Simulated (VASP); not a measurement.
# Ta2N (P-31m) in VASP: notebook, part 2 of 3

VASP 6.6.1. Earlier steps stand in the parts before.

### 3 Single point, LDA

This run uses another cell than the first one, of the same volume but with other edges.

Contents of INCAR:

```
  PREC = Accurate
  ENCUT = 520
  EDIFF = 1E-6
  ISMEAR = 0
  SIGMA = 0.15
  LREAL = F
  LASPH = T
  NELM = 80
  ALGO = Normal
  ISIF = 2
  LWAVE = F
  LCHARG = F
  NBANDS = 50
```

Contents of KPOINTS:

```
regular mesh
0
Gamma
  9 9 8
```

Contents of POSCAR:

```
Ta2N
1.0
    5.2288597096      0.0000000000      0.0000000000
   -2.6144298548      4.5283253413      0.0000000000
    0.0000000000      0.0000000000      4.8835331142
Ta N
6 3
Direct
    0.6669289619      0.6669289619      0.7526041962
    0.0000000000      0.3330710381      0.7526041962
    0.3330710381      0.0000000000      0.7526041962
    0.3330710381      0.3330710381      0.2473958038
    0.0000000000      0.6669289619      0.2473958038
    0.6669289619      0.0000000000      0.2473958038
    0.6666666667      0.3333333333      0.5000000000
    0.3333333333      0.6666666667      0.5000000000
    0.0000000000      0.0000000000      0.0000000000
```

Potentials or basis: VASP PAW LDA potentials, release 64 (Ta_pv, N).

The run is started by

```console
> cat potpaw_LDA.64/Ta_pv/POTCAR potpaw_LDA.64/N/POTCAR > POTCAR
> mpirun -np 1 vasp_std > vasp.out
```

OUTCAR:

```text
PREC = Accurate
   ENCUT = 520
   EDIFF = 1E-6
   ISMEAR = 0
   LREAL = F
   LASPH = T
   NELM = 80
   ISIF = 2

 ion  position               nearest neighbor table
   1  0.667  0.667  0.753-   9 2.12   7 2.14   8 2.14   6 2.98   5 2.98   4 2.98   2 3.02   3 3.02
                             6 3.02   5 3.02   3 3.02   2 3.02   2 3.02   3 3.02   4 3.02
   2  0.000  0.333  0.753-   9 2.12   7 2.14   8 2.14   6 2.98   4 2.98   5 2.98   1 3.02   3 3.02
                             6 3.02   4 3.02   3 3.02   1 3.02   1 3.02   3 3.02   5 3.02
   3  0.333  0.000  0.753-   9 2.12   8 2.14   7 2.14   5 2.98   4 2.98   6 2.98   2 3.02   1 3.02
                             5 3.02   4 3.02   2 3.02   1 3.02   1 3.02   2 3.02   6 3.02
   4  0.333  0.333  0.247-   9 2.12   8 2.14   7 2.14   3 2.98   2 2.98   1 2.98   5 3.02   6 3.02
                             3 3.02   2 3.02   6 3.02   5 3.02   5 3.02   6 3.02   1 3.02
   5  0.000  0.667  0.247-   9 2.12   8 2.14   7 2.14   3 2.98   1 2.98   2 2.98   4 3.02   6 3.02
                             3 3.02   1 3.02   6 3.02   4 3.02   4 3.02   6 3.02   2 3.02
   6  0.667  0.000  0.247-   9 2.12   7 2.14   8 2.14   2 2.98   1 2.98   3 2.98   5 3.02   4 3.02
                             2 3.02   1 3.02   5 3.02   4 3.02   4 3.02   5 3.02   3 3.02
   7  0.667  0.333  0.500-   6 2.14   2 2.14   5 2.14   3 2.14   1 2.14   4 2.14
   8  0.333  0.667  0.500-   3 2.14   5 2.14   2 2.14   6 2.14   4 2.14   1 2.14
   9  0.000  0.000  0.000-   1 2.12   2 2.12   4 2.12   5 2.12   3 2.12   6 2.12

  LATTYP: Found a hexagonal cell.
 ALAT       =     5.2288597096
 C/A-ratio  =     0.9339575711

  Lattice vectors:

 A1 = (   5.2288597096,   0.0000000000,   0.0000000000)
 A2 = (  -2.6144298548,   4.5283253413,   0.0000000000)
 A3 = (   0.0000000000,   0.0000000000,   4.8835331142)

Analysis of symmetry for initial positions (statically):
=====================================================================
 Subroutine PRICEL returns:
 Original cell was already a primitive cell.

 Routine SETGRP: Setting up the symmetry group for a
 hexagonal supercell.

 Subroutine GETGRP returns: Found 12 space group operations
 (whereof 12 operations were pure point group operations)
 out of a pool of 24 trial point group operations.

The static configuration has the point symmetry D_3d.

[... 152 lines left out ...]
   LHFCALC =     F    Hartree Fock is set to
   AEXX    =    0.0000 exact exchange contribution
   IVDW    =     0    specifies the selected vdW correction
   LEPSILON=     F    determine dielectric tensor
   LRPA    =     F    only Hartree local field effects (RPA)
 non-spin polarized calculation
 Gauss-broadening in eV      SIGMA  =   0.15
  energy-cutoff  :      520.00
  volume of cell :      115.63
 maximum number of plane-waves:      3175
   NGX = 19   NGY = 19   NGZ = 19

 number of electron      81.0000008 magnetization

 Free energy of the ion-electron system (eV)
  ---------------------------------------------------
  ext. energy  EPLUGINS =         0.00000000
  ---------------------------------------------------
  free energy    TOTEN  =      -114.09817554 eV

  energy without entropy =     -114.06518999  energy(sigma->0) =     -114.08168276

 E-fermi :   7.7233     XC(G=0): -13.3472

 val. band max:        7.7175509499   @ k =   0.3333   0.0000   0.0000
 cond. band min:       7.7280099557   @ k =  -0.2222   0.4444   0.1250
 fundamental gap:      0.0104590059
 Fermi energy:         7.7233467318

 k-point     1 :       0.0000    0.0000    0.0000
  band No.  band energies     occupation
      1     -27.8744      2.00000
      2     -27.4387      2.00000
      3     -27.2436      2.00000
      4     -27.2436      2.00000
      5     -27.2286      2.00000
      6     -27.2286      2.00000
[... 1261 lines left out ...]
     49      10.8339      0.00000
     50      11.1444      0.00000

 [... further k-points ...]
[... 5 lines left out ...]
  --------------------------------------------------------------------------------------
  -------------------------------------------------------------------------------------
  Total        1.1262072      1.1262072      1.2007311      0.0000000     -0.0000000      0.0000000
  in kB       15.6045103     15.6045103     16.6370993      0.0000000     -0.0000000      0.0000000
  external PRESSURE =      15.9487066 kB  Pullay stress =       0.0000000 kB

 VOLUME and BASIS-vectors are now :
 -----------------------------------------------------------------------------
  energy-cutoff  :      520.00
  volume of cell :      115.63
      direct lattice vectors                 reciprocal lattice vectors
     5.228859710  0.000000000  0.000000000     0.191246286  0.110416095  0.000000000
    -2.614429855  4.528325341  0.000000000     0.000000000  0.220832190  0.000000000
     0.000000000  0.000000000  4.883533114     0.000000000  0.000000000  0.204769780

 POSITION                                       TOTAL-FORCE (eV/Angst)
 -----------------------------------------------------------------------------------
      1.74364      3.02007      3.67537        -0.005742     -0.009946      0.017709
     -0.87079      1.50825      3.67537        -0.005742      0.009946      0.017709
      1.74158      0.00000      3.67537         0.011484     -0.000000      0.017709
      0.87079      1.50825      1.20817         0.005742      0.009946     -0.017709
     -1.74364      3.02007      1.20817         0.005742     -0.009946     -0.017709
      3.48728      0.00000      1.20817        -0.011484     -0.000000     -0.017709
      2.61443      1.50944      2.44177        -0.000000     -0.000000      0.000000
     -0.00000      3.01888      2.44177        -0.000000     -0.000000      0.000000
      0.00000      0.00000      0.00000        -0.000000     -0.000000      0.000000
 -----------------------------------------------------------------------------------
    total drift:                                0.000000     -0.000000      0.000000

  FREE ENERGIE OF THE ION-ELECTRON SYSTEM (eV)
  ---------------------------------------------------
  free  energy   TOTEN  =      -114.0981755403 eV

  energy  without entropy=     -114.0651899872  energy(sigma->0) =     -114.08168276
```

It took 6.5 min on 1 thread of Intel Xeon Platinum 8375C at 2.90GHz (Ice Lake), shared host; peak memory 0.42 GiB.

What came out:

* Free energy: -114.0982 eV
* Pressure: 1.6 GPa
* Largest force: 0.021 eV/Å

Forces on the atoms (eV/Å):
```
Ta  -0.006 -0.010  0.018
Ta  -0.006  0.010  0.018
Ta   0.011  0.000  0.018
Ta   0.006  0.010 -0.018
Ta   0.006 -0.010 -0.018
Ta  -0.011  0.000 -0.018
N    0.000  0.000  0.000
N    0.000  0.000  0.000
N    0.000  0.000  0.000
```

Caveat: spin-orbit coupling is left out, which moves the levels of the heavy elements.

### 4 Single point, LDA (c/a of the conventional cell at fixed volume 0.9526)

Contents of INCAR:

```
PREC = Accurate ; ENCUT = 520
EDIFF = 1E-6 ; ISMEAR = 0
SIGMA = 0.15 ; LREAL = False
LASPH = True ; NELM = 60
ALGO = Normal ; ISIF = 2
LWAVE = False ; LCHARG = False
GGA = CA ; NBANDS = 50
```

Contents of KPOINTS:

```
Automatic mesh
0
Gamma
  9 9 8
```

Contents of POSCAR:

```
Ta2N
1.0
    5.1945250684      0.0000000000      0.0000000000
   -2.5972625342      4.4985906699      0.0000000000
    0.0000000000      0.0000000000      4.9483045802
Ta N
6 3
Direct
    0.6549760690      0.6549760690      0.7526041962
    0.0000000000      0.3450239310      0.7526041962
    0.3450239310      0.0000000000      0.7526041962
    0.3450239310      0.3450239310      0.2473958038
    0.0000000000      0.6549760690      0.2473958038
    0.6549760690      0.0000000000      0.2473958038
    0.6666666667      0.3333333333      0.5000000000
    0.3333333333      0.6666666667      0.5000000000
    0.0000000000      0.0000000000      0.0000000000
```

The run is started by

```console
> cat potpaw_LDA.64/Ta_pv/POTCAR potpaw_LDA.64/N/POTCAR > POTCAR
> mpirun -np 1 vasp_std > vasp.out
```

Wall time 5.9 min (1 thread of Intel Xeon 6975P-C (Granite Rapids), shared host); peak memory 0.43 GiB.

Results (log left out):

- Free energy: -113.7950 eV
- Pressure: 2.4 GPa
- Largest force: 1.677 eV/Å

Forces in eV/Å, atoms in the order of the input:
```
Ta   0.765  1.325  0.687
Ta   0.765 -1.325  0.687
Ta  -1.530  0.000  0.687
Ta  -0.765 -1.325 -0.687
Ta  -0.765  1.325 -0.687
Ta   1.530  0.000 -0.687
N    0.000  0.000  0.000
N    0.000  0.000  0.000
N    0.000  0.000  0.000
```

Stress tensor (GPa, compression positive):
```
 3.80  0.00  0.00
 0.00  3.80  0.00
 0.00  0.00 -0.42
```

Levels at points of the mesh, in eV from the Fermi level:
| k point | band 38 | band 39 | band 40 | band 41 | band 42 | band 43 | band 44 | band 45 |
| --- | --- | --- | --- | --- | --- | --- | --- | --- |
| (0.00, 0.00, 0.00) | -1.10 | -0.62 | -0.62 | -0.46 | -0.30 | -0.30 | 0.79 | 0.79 |
| (0.00, 0.00, 0.50) | -1.82 | -1.31 | -1.31 | -0.96 | 0.59 | 0.72 | 0.72 | 2.02 |

Caveat: spin-orbit coupling is left out, which moves the levels of the heavy elements; forces of over 1 eV/Å act on the atoms, so gaps and moduli don't describe the material at rest.

### 5 Single point, LDA (c/a of the conventional cell at fixed volume 0.9526)

Contents of INCAR:

```
  ALGO = Normal
  EDIFF = 1E-6
  ENCUT = 520
  ISIF = 2
  ISMEAR = 0
  LASPH = True
  LCHARG = True
  LELF = True
  LREAL = False
  LVHAR = True
  LWAVE = False
  NBANDS = 50
  NELM = 100
  PREC = Accurate
  SIGMA = 0.15
```

Contents of KPOINTS:

```
k-points
0
Gamma
  9 9 8
```

Contents of POSCAR:

```
Ta2N
1.0
    5.1945250684      0.0000000000      0.0000000000
   -2.5972625342      4.4985906699      0.0000000000
    0.0000000000      0.0000000000      4.9483045802
Ta N
6 3
Direct
    0.7027876405      0.7027876405      0.7526041962
    0.0000000000      0.2972123595      0.7526041962
    0.2972123595      0.0000000000      0.7526041962
    0.2972123595      0.2972123595      0.2473958038
    0.0000000000      0.7027876405      0.2473958038
    0.7027876405      0.0000000000      0.2473958038
    0.6666666667      0.3333333333      0.5000000000
    0.3333333333      0.6666666667      0.5000000000
    0.0000000000      0.0000000000      0.0000000000
```

Potentials or basis: VASP PAW LDA potentials, release 64 (Ta_pv, N).

The run is started by

```console
> cat potpaw_LDA.64/Ta_pv/POTCAR potpaw_LDA.64/N/POTCAR > POTCAR
> mpirun -np 1 vasp_std > vasp.out
```

OUTCAR:

```text
EDIFF = 1E-6
   ENCUT = 520
   ISIF = 2
   ISMEAR = 0
   LASPH = True
   LREAL = False
   NELM = 100
   PREC = Accurate

 ion  position               nearest neighbor table
   1  0.703  0.703  0.753-   9 1.97   8 2.22   7 2.22   3 2.67   2 2.67   5 2.89   6 2.89   5 2.94
                             6 2.94   3 3.17   2 3.17   2 3.17   3 3.17   4 3.23   4 3.27
   2  0.000  0.297  0.753-   9 1.97   7 2.22   8 2.22   3 2.67   1 2.67   4 2.89   6 2.89   4 2.94
                             6 2.94   3 3.17   1 3.17   1 3.17   3 3.17   5 3.23   5 3.27
   3  0.297  0.000  0.753-   9 1.97   8 2.22   7 2.22   2 2.67   1 2.67   4 2.89   5 2.89   5 2.94
                             4 2.94   1 3.17   2 3.17   2 3.17   1 3.17   6 3.23   6 3.27
   4  0.297  0.297  0.247-   9 1.97   7 2.22   8 2.22   6 2.67   5 2.67   2 2.89   3 2.89   2 2.94
                             3 2.94   6 3.17   5 3.17   5 3.17   6 3.17   1 3.23   1 3.27
   5  0.000  0.703  0.247-   9 1.97   8 2.22   7 2.22   6 2.67   4 2.67   1 2.89   3 2.89   1 2.94
                             3 2.94   6 3.17   4 3.17   4 3.17   6 3.17   2 3.23   2 3.27
   6  0.703  0.000  0.247-   9 1.97   7 2.22   8 2.22   5 2.67   4 2.67   1 2.89   2 2.89   1 2.94
                             2 2.94   4 3.17   5 3.17   4 3.17   5 3.17   3 3.23   3 3.27
   7  0.667  0.333  0.500-   2 2.22   6 2.22   3 2.22   5 2.22   4 2.22   1 2.22
   8  0.333  0.667  0.500-   5 2.22   3 2.22   6 2.22   2 2.22   1 2.22   4 2.22
   9  0.000  0.000  0.000-   3 1.97   6 1.97   1 1.97   4 1.97   5 1.97   2 1.97
[... 212 lines left out ...]
      4     -27.4442      2.00000
      5     -27.4442      2.00000
      6     -27.3122      2.00000
[... 1261 lines left out ...]
     49      10.8441      0.00000
     50      10.9945      0.00000

 [... further k-points ...]
[... 5 lines left out ...]
  --------------------------------------------------------------------------------------
  -------------------------------------------------------------------------------------
  Total       14.2976635     14.2976635      6.1532463      0.0000000     -0.0000000      0.0000000
  in kB      198.1056698    198.1056698     85.2581955      0.0000000     -0.0000000      0.0000000
  external PRESSURE =     160.4898450 kB  Pullay stress =       0.0000000 kB

 VOLUME and BASIS-vectors are now :
 -----------------------------------------------------------------------------
  energy-cutoff  :      520.00
  volume of cell :      115.63
      direct lattice vectors                 reciprocal lattice vectors
     5.194525068  0.000000000  0.000000000     0.192510381  0.111145920  0.000000000
    -2.597262534  4.498590670  0.000000000     0.000000000  0.222291841  0.000000000
     0.000000000  0.000000000  4.948304580     0.000000000  0.000000000  0.202089419

 POSITION                                       TOTAL-FORCE (eV/Angst)
 -----------------------------------------------------------------------------------
      1.82532      3.16155      3.72411        -3.262569     -5.650935     -2.355423
     -0.77194      1.33704      3.72411        -3.262569      5.650935     -2.355423
      1.54388      0.00000      3.72411         6.525138     -0.000000     -2.355423
      0.77194      1.33704      1.22419         3.262569      5.650935      2.355423
     -1.82532      3.16155      1.22419         3.262569     -5.650935      2.355423
      3.65065      0.00000      1.22419        -6.525138     -0.000000      2.355423
      2.59726      1.49953      2.47415         0.000000     -0.000000      0.000000
     -0.00000      2.99906      2.47415         0.000000     -0.000000     -0.000000
      0.00000      0.00000      0.00000         0.000000     -0.000000      0.000000
 -----------------------------------------------------------------------------------
    total drift:                               -0.000000     -0.000000     -0.000000

  FREE ENERGIE OF THE ION-ELECTRON SYSTEM (eV)
  ---------------------------------------------------
  free  energy   TOTEN  =      -110.6981102668 eV

  energy  without entropy=     -110.6445132202  energy(sigma->0) =     -110.67131174
```

stdout:

```text
POSCAR found type information on POSCAR TaN
 POSCAR found :  2 types and       9 ions
 scaLAPACK will be used
 LDA part: xc-table for (Slater(with rela. corr.)+CA(PZ))
 , standard interpolation
 POSCAR, INCAR and KPOINTS ok, starting setup
 FFT: planning ... GRIDC
 FFT: planning ... GRID_SOFT
 FFT: planning ... GRID
 WAVECAR not read
 entering main loop
```

Wall time 3.4 min (1 thread of Intel Xeon 6975P-C (Granite Rapids), shared host); peak memory 0.43 GiB.

Results:

```
Free energy   : -110.6981 eV
Pressure      : 16.0 GPa
Largest force : 6.937 eV/Å
```

Forces on the atoms (eV/Å):
```
Ta  -3.263 -5.651 -2.355
Ta  -3.263  5.651 -2.355
Ta   6.525  0.000 -2.355
Ta   3.263  5.651  2.355
Ta   3.263 -5.651  2.355
Ta  -6.525  0.000  2.355
N    0.000  0.000  0.000
N    0.000  0.000  0.000
N    0.000  0.000  0.000
```

Caveat: spin-orbit coupling is left out, which moves the levels of the heavy elements; forces of over 1 eV/Å act on the atoms, so gaps and moduli don't describe the material at rest.

[end of part 2 of 3]
